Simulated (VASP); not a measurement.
# Os2I (Pn-3m) in VASP: a series of runs

The runs below take Os2I through single point, relaxation of cell and atoms, with PBE.

Program: VASP 6.6.1. These are calculated values, not measurements. Logs are shortened: lines on timing, memory, paths and dates and some standing lists are left out, and cuts for length are marked.

## 1. The cell of the first run

The structure is cubic, space group Pn-3m (No. 224). The conventional cell has a = 5.639 Å, b = 5.639 Å, c = 5.639 Å, α = 90.00°, β = 90.00°, γ = 90.00°. Os (site symmetry -3m) has 2 I at 2.44 Å within 3.2 Å. I (site symmetry -43m) has 4 Os at 2.44 Å within 3.2 Å.

## 2. Single point, PBE

INCAR

```
PREC = Accurate ; ENCUT = 520
EDIFF = 1E-7 ; ISMEAR = 0
SIGMA = 0.1 ; LREAL = False
LASPH = True ; NELM = 100
ALGO = Normal ; ISIF = 2
LWAVE = False ; LCHARG = False
GGA = PE ; NBANDS = 32
```

KPOINTS

```
Automatic mesh
0
Gamma
  4 4 4
```

POSCAR

```
Os2I
1.0
    5.6389220975      0.0000000000      0.0000000000
    0.0000000000      5.6389220975      0.0000000000
    0.0000000000      0.0000000000      5.6389220975
Os I
4 2
Direct
    0.2500000000      0.2500000000      0.2500000000
    0.2500000000      0.7500000000      0.7500000000
    0.7500000000      0.7500000000      0.2500000000
    0.7500000000      0.2500000000      0.7500000000
    0.0000000000      0.0000000000      0.0000000000
    0.5000000000      0.5000000000      0.5000000000
```

Potentials or basis: VASP PAW PBE potentials, release 64 (Os, I).

Started as:

```
$ cat potpaw_PBE.64/Os/POTCAR potpaw_PBE.64/I/POTCAR > POTCAR
$ mpirun -np 1 vasp_std > vasp.out
```

OUTCAR:

```text
PREC = Accurate
   ENCUT = 520
   EDIFF = 1E-7
   ISMEAR = 0
   LREAL = False
   LASPH = True
   NELM = 100
   ISIF = 2
   GGA = PE

 ion  position               nearest neighbor table
   1  0.250  0.250  0.250-   5 2.44   6 2.44
   2  0.250  0.750  0.750-   5 2.44   6 2.44
   3  0.750  0.750  0.250-   5 2.44   6 2.44
   4  0.750  0.250  0.750-   5 2.44   6 2.44
   5  0.000  0.000  0.000-   1 2.44   2 2.44   3 2.44   4 2.44
   6  0.500  0.500  0.500-   1 2.44   2 2.44   3 2.44   4 2.44

  LATTYP: Found a simple cubic cell.
 ALAT       =     5.6389220975

  Lattice vectors:

 A1 = (   5.6389220975,   0.0000000000,   0.0000000000)
 A2 = (   0.0000000000,   5.6389220975,   0.0000000000)
 A3 = (   0.0000000000,   0.0000000000,   5.6389220975)

Analysis of symmetry for initial positions (statically):
=====================================================================
 Subroutine PRICEL returns:
 Original cell was already a primitive cell.

 Routine SETGRP: Setting up the symmetry group for a
 simple cubic supercell.

 Subroutine GETGRP returns: Found 48 space group operations
 (whereof 24 operations were pure point group operations)
 out of a pool of 48 trial point group operations.

The static configuration has the point symmetry T_d .
 The point group associated with its full space group is O_h .

Analysis of symmetry for dynamics (positions and initial velocities):
=====================================================================
 Subroutine PRICEL returns:
 Original cell was already a primitive cell.

 Routine SETGRP: Setting up the symmetry group for a
 simple cubic supercell.

 Subroutine GETGRP returns: Found 48 space group operations
 (whereof 24 operations were pure point group operations)
 out of a pool of 48 trial point group operations.

The dynamic configuration has the point symmetry T_d .
 The point group associated with its full space group is O_h .

 Subroutine INISYM returns: Found 48 space group operations
 (whereof 24 operations are pure point group operations),
 and found     1 'primitive' translations

----------------------------------------------------------------------------------------

                                     Primitive cell

  volume of cell :     179.3033

  direct lattice vectors                    reciprocal lattice vectors
     5.638922098  0.000000000  0.000000000     0.177338857  0.000000000  0.000000000
     0.000000000  5.638922098  0.000000000     0.000000000  0.177338857  0.000000000
     0.000000000  0.000000000  5.638922098     0.000000000  0.000000000  0.177338857

  length of vectors
     5.638922098  5.638922098  5.638922098     0.177338857  0.177338857  0.177338857

  position of ions in fractional coordinates (direct lattice)
     0.250000000  0.250000000  0.250000000
     0.250000000  0.750000000  0.750000000
     0.750000000  0.750000000  0.250000000
     0.750000000  0.250000000  0.750000000
     0.000000000  0.000000000  0.000000000
     0.500000000  0.500000000  0.500000000

  ion indices of the primitive-cell ions
   primitive index   ion index
                 1           1
                 2           2
                 3           3
                 4           4
                 5           5
                 6           6

----------------------------------------------------------------------------------------

 KPOINTS: Automatic mesh

Automatic generation of k-mesh.
 Grid dimensions read from file:
 generate k-points for:    4    4    4

 Generating k-lattice:

  Cartesian coordinates                     Fractional coordinates (reciprocal lattice)
     0.044334714  0.000000000  0.000000000     0.250000000  0.000000000  0.000000000
     0.000000000  0.044334714  0.000000000     0.000000000  0.250000000  0.000000000
     0.000000000  0.000000000  0.044334714     0.000000000  0.000000000  0.250000000

  Length of vectors
     0.044334714  0.044334714  0.044334714

  Shift w.r.t. Gamma in fractional coordinates (k-lattice)
     0.000000000  0.000000000  0.000000000

 Subroutine IBZKPT returns following result:
 ===========================================

 Found     10 irreducible k-points:

 Following reciprocal coordinates:
            Coordinates               Weight
  0.000000  0.000000  0.000000      1.000000
  0.250000  0.000000  0.000000      6.000000
  0.500000  0.000000  0.000000      3.000000
  0.250000  0.250000  0.000000     12.000000
  0.500000  0.250000  0.000000     12.000000
  0.500000  0.500000  0.000000      3.000000
  0.250000  0.250000  0.250000      8.000000
  0.500000  0.250000  0.250000     12.000000
  0.500000  0.500000  0.250000      6.000000
  0.500000  0.500000  0.500000      1.000000
   k-points           NKPTS =     10   k-points in BZ     NKDIM =     10   number of bands    NBANDS=     32
   number of dos      NEDOS =    301   number of ions     NIONS =      6
   total plane-waves  NPLWV =  74088
   dimension x,y,z NGX =    42 NGY =   42 NGZ =   42
   dimension x,y,z NGXF=    84 NGYF=   84 NGZF=   84
   ions per type =               4   2
   NGX,Y,Z   is equivalent  to a cutoff of  12.38, 12.38, 12.38 a.u.
   NGXF,Y,Z  is equivalent  to a cutoff of  24.76, 24.76, 24.76 a.u.
 SYSTEM =  unknown system
   PREC   = accura    normal or accurate (medium, high low for compatibility)
   ISTART =      0    job   : 0-new  1-cont  2-samecut
   ICHARG =      2    charge: 1-file 2-atom 10-const
   ISPIN  =      1    spin polarized calculation?
   LNONCOLLINEAR =      F non collinear calculations
   LSORBIT =      F    spin-orbit coupling
   LASPH  =      T    aspherical Exc in radial PAW
   ENCUT  =  520.0 eV  38.22 Ry    6.18 a.u.  10.48 10.48 10.48*2*pi/ulx,y,z
   NELM   =    100;   NELMIN=  2; NELMDL= -5     # of ELM steps
   EDIFF  = 0.1E-06   stopping-criterion for ELM
   LREAL  =      F    real-space projection
   EDIFFG = 0.1E-05   stopping-criterion for IOM
   NSW    =      0    number of steps for IOM
   IBRION =     -1    ionic relax: 0-MD 1-quasi-New 2-CG
   NFREE  =      0    steps in history (QN), initial steepest desc. (CG)
   ISIF   =      2    stress and relaxation
   ISYM   =      2    0-nonsym 1-usesym 2-fastsym
   POTIM  = 0.5000    time-step for ionic-motion
   TEBEG  =    0.0;   TEEND  =   0.0 temperature during run
   PSTRESS=    0.0 pullay stress
   NELECT =      46.0000    total number of electrons
   NUPDOWN=      -1.0000    fix difference up-down
   EMIN   =  10.00;   EMAX   =-10.00  energy-range for DOS
   EFERMI =   0.00;   METHOD = LEGACY
   ISMEAR =     0;   SIGMA  =   0.10  broadening in eV -4-tet -1-fermi 0-gaus
   EFERMI_NEDOS =   21; number of points for ismear=-14 and -15
   IALGO  =     38    algorithm
   IMIX   =      4    mixing-type and parameters
     AMIX     =   0.40;   BMIX     =  1.00
     AMIX_MAG =   1.60;   BMIX_MAG =  1.00
  volume/ion in A,a.u.               =      29.88       201.67
  Fermi-wavevector in a.u.,A,eV,Ry     =   1.040235  1.965759 14.722705  1.082088
  Thomas-Fermi vector in A             =   2.174801
   LORBIT       =      0    0 simple, 1 ext, 2 COOP (PROOUT), +10 PAW based schemes
   GGA     = PE    functional components
   LHFCALC =     F    Hartree Fock is set to
   AEXX    =    0.0000 exact exchange contribution
   IVDW    =     0    specifies the selected vdW correction
   LEPSILON=     F    determine dielectric tensor
   LRPA    =     F    only Hartree local field effects (RPA)
 non-spin polarized calculation
 Gauss-broadening in eV      SIGMA  =   0.10
  energy-cutoff  :      520.00
  volume of cell :      179.30
 maximum number of plane-waves:      4842
 NGX is ok and might be reduce to    42
   NGX = 21   NGY = 21   NGZ = 21

 number of electron      45.9999993 magnetization

 Free energy of the ion-electron system (eV)
  ---------------------------------------------------
  ext. energy  EPLUGINS =         0.00000000
  ---------------------------------------------------
  free energy    TOTEN  =       -26.72608076 eV

  energy without entropy =      -26.65634895  energy(sigma->0) =      -26.69121485

 E-fermi :   3.3599     XC(G=0):  -9.5454

 val. band max:        3.3441649116   @ k =   0.2500   0.2500   0.2500
 cond. band min:       3.3641631872   @ k =   0.2500   0.0000   0.0000
 fundamental gap:      0.0199982756
 Fermi energy:         3.3598780110

 k-point     1 :       0.0000    0.0000    0.0000
  band No.  band energies     occupation
      1     -12.1685      2.00000
      2     -10.9917      2.00000
      3      -3.6659      2.00000
      4      -3.6659      2.00000
      5      -3.6659      2.00000
      6      -0.6502      2.00000
[... 24 lines left out ...]
     31       6.6355      0.00000
     32       9.3182      0.00000

 k-point     2 :       0.2500    0.0000    0.0000
  band No.  band energies     occupation
      1     -12.0199      2.00000
      2     -11.1939      2.00000
      3      -3.5082      2.00000
      4      -3.5082      2.00000
      5      -3.3216      2.00000
      6      -1.3614      2.00000
[... 24 lines left out ...]
     31       6.9309      0.00000
     32       8.1978      0.00000

 k-point     3 :       0.5000    0.0000    0.0000
  band No.  band energies     occupation
      1     -11.6328      2.00000
      2     -11.6328      2.00000
      3      -3.2950      2.00000
      4      -3.2950      2.00000
      5      -2.4497      2.00000
      6      -2.4497      2.00000
[... 24 lines left out ...]
     31       7.4104      0.00000
     32       7.4104      0.00000

 k-point     4 :       0.2500    0.2500    0.0000
  band No.  band energies     occupation
      1     -11.9079      2.00000
      2     -11.3248      2.00000
      3      -3.6302      2.00000
      4      -3.4272      2.00000
      5      -2.8315      2.00000
      6      -2.0017      2.00000
[... 24 lines left out ...]
     31       7.0245      0.00000
     32       7.2097      0.00000

 k-point     5 :       0.5000    0.2500    0.0000
  band No.  band energies     occupation
      1     -11.6258      2.00000
      2     -11.6258      2.00000
      3      -3.4655      2.00000
      4      -3.4655      2.00000
      5      -2.3731      2.00000
      6      -2.3731      2.00000
[... 24 lines left out ...]
     31       7.0428      0.00000
     32       7.0428      0.00000

 k-point     6 :       0.5000    0.5000    0.0000
  band No.  band energies     occupation
      1     -11.6188      2.00000
      2     -11.6188      2.00000
      3      -3.5992      2.00000
      4      -3.5992      2.00000
      5      -2.3335      2.00000
      6      -2.3335      2.00000
[... 24 lines left out ...]
     31       6.6806      0.00000
     32       6.6806      0.00000

 k-point     7 :       0.2500    0.2500    0.2500
  band No.  band energies     occupation
      1     -11.8864      2.00000
      2     -11.3384      2.00000
      3      -3.5513      2.00000
      4      -3.5513      2.00000
      5      -2.7823      2.00000
      6      -2.1159      2.00000
[... 24 lines left out ...]
     31       6.5418      0.00000
     32       7.7101      0.00000

 k-point     8 :       0.5000    0.2500    0.2500
  band No.  band energies     occupation
      1     -11.8635      2.00000
      2     -11.3535      2.00000
      3      -3.5618      2.00000
      4      -3.4626      2.00000
      5      -3.0594      2.00000
      6      -1.7100      2.00000
[... 24 lines left out ...]
     31       6.8114      0.00000
     32       7.5748      0.00000

 k-point     9 :       0.5000    0.5000    0.2500
  band No.  band energies     occupation
      1     -11.9540      2.00000
      2     -11.2276      2.00000
      3      -3.6093      2.00000
      4      -3.6093      2.00000
      5      -3.2231      2.00000
      6      -1.5252      2.00000
[... 24 lines left out ...]
     31       6.5686      0.00000
     32       7.5278      0.00000

 k-point    10 :       0.5000    0.5000    0.5000
  band No.  band energies     occupation
      1     -12.0805      2.00000
      2     -11.0429      2.00000
      3      -3.6196      2.00000
      4      -3.6196      2.00000
      5      -3.6196      2.00000
      6      -1.1963      2.00000
[... 24 lines left out ...]
     31       6.1263      0.00000
     32       8.3257      0.00000

------------------------ aborting loop because EDIFF is reached ----------------------------------------

  FORCE on cell =-STRESS in cart. coord.  units (eV):
  Direction    XX          YY          ZZ          XY          YZ          ZX
  --------------------------------------------------------------------------------------
  -------------------------------------------------------------------------------------
  Total       -0.0425360     -0.0425360     -0.0425360     -0.0000000     -0.0000000     -0.0000000
  in kB       -0.3800838     -0.3800838     -0.3800838     -0.0000000     -0.0000000     -0.0000000
  external PRESSURE =      -0.3800838 kB  Pullay stress =       0.0000000 kB

 VOLUME and BASIS-vectors are now :
 -----------------------------------------------------------------------------
  energy-cutoff  :      520.00
  volume of cell :      179.30
      direct lattice vectors                 reciprocal lattice vectors
     5.638922098  0.000000000  0.000000000     0.177338857  0.000000000  0.000000000
     0.000000000  5.638922098  0.000000000     0.000000000  0.177338857  0.000000000
     0.000000000  0.000000000  5.638922098     0.000000000  0.000000000  0.177338857

 POSITION                                       TOTAL-FORCE (eV/Angst)
 -----------------------------------------------------------------------------------
      1.40973      1.40973      1.40973         0.000000      0.000000     -0.000000
      1.40973      4.22919      4.22919         0.000000      0.000000     -0.000000
      4.22919      4.22919      1.40973        -0.000000      0.000000      0.000000
      4.22919      1.40973      4.22919        -0.000000     -0.000000     -0.000000
      0.00000      0.00000      0.00000        -0.000000     -0.000000      0.000000
      2.81946      2.81946      2.81946         0.000000     -0.000000      0.000000
 -----------------------------------------------------------------------------------
    total drift:                                0.000000      0.000000     -0.000000

  FREE ENERGIE OF THE ION-ELECTRON SYSTEM (eV)
  ---------------------------------------------------
  free  energy   TOTEN  =       -26.7260807609 eV

  energy  without entropy=      -26.6563489484  energy(sigma->0) =      -26.69121485
```

Run time: 91 s. Hardware: 1 thread of Intel Xeon 8259CL, shared host; peak memory 0.27 GiB.

What came out:

* Free energy: -26.7261 eV
* Pressure: 0.0 GPa
* Band gap on the k mesh: zero (bands 23 and 24 overlap by 0.47 eV)

Caveat: spin-orbit coupling is left out, which moves the levels of the heavy elements.

## 3. Single point, PBE

This run uses another cell than the first one, of 29.80 Å³/atom.

INCAR

```
ALGO = Normal
EDIFF = 1E-7
ENCUT = 520
GGA = PE
ISIF = 2
ISMEAR = 0
LASPH = True
LCHARG = False
LREAL = False
LWAVE = False
NBANDS = 32
NELM = 100
PREC = Accurate
SIGMA = 0.1
```

KPOINTS

```
k-points
0
Gamma
  8 8 8
```

POSCAR, as its differences from that of step 2:

```diff
@@ -2,5 +2,5 @@
 1.0
-    5.6389220975      0.0000000000      0.0000000000
-    0.0000000000      5.6389220975      0.0000000000
-    0.0000000000      0.0000000000      5.6389220975
+    5.6334491710      0.0000000000      0.0000000000
+    0.0000000000      5.6334491710      0.0000000000
+    0.0000000000      0.0000000000      5.6334491710
 Os I
```

Potentials or basis: VASP PAW PBE potentials, release 64 (Os, I).

Started as:

```
$ cat potpaw_PBE.64/Os/POTCAR potpaw_PBE.64/I/POTCAR > POTCAR
$ mpirun -np 1 vasp_std > vasp.out
```

It took 4.7 min on 1 thread of Intel Xeon 8259CL, shared host; peak memory 0.36 GiB.

The run converged. Its results:

```yaml
Free_energy: -26.7001 eV
Pressure: 0.1 GPa
Band_gap_on_the_k_mesh: zero (bands 23 and 24 overlap by 0.51 eV)
```

Levels at points of the mesh, in eV from the Fermi level:
```csv
k point,band 20,band 21,band 22,band 23,band 24,band 25,band 26,band 27
"(0.00, 0.00, 0.00)",-0.50,-0.48,-0.48,0.38,0.38,0.38,1.03,1.03
"(0.50, 0.00, 0.00)",-0.51,-0.26,-0.26,0.04,0.04,0.41,0.41,0.69
"(0.50, 0.50, 0.00)",-0.59,-0.12,-0.12,-0.10,-0.10,0.37,0.37,0.55
"(0.50, 0.50, 0.50)",-0.27,-0.27,-0.27,0.30,0.30,0.63,0.68,0.68
```

Caveat: spin-orbit coupling is left out, which moves the levels of the heavy elements.

(Continued in part 2 of 2.)

The gap in the log of VASP goes by the Fermi energy; the results here count the filled bands.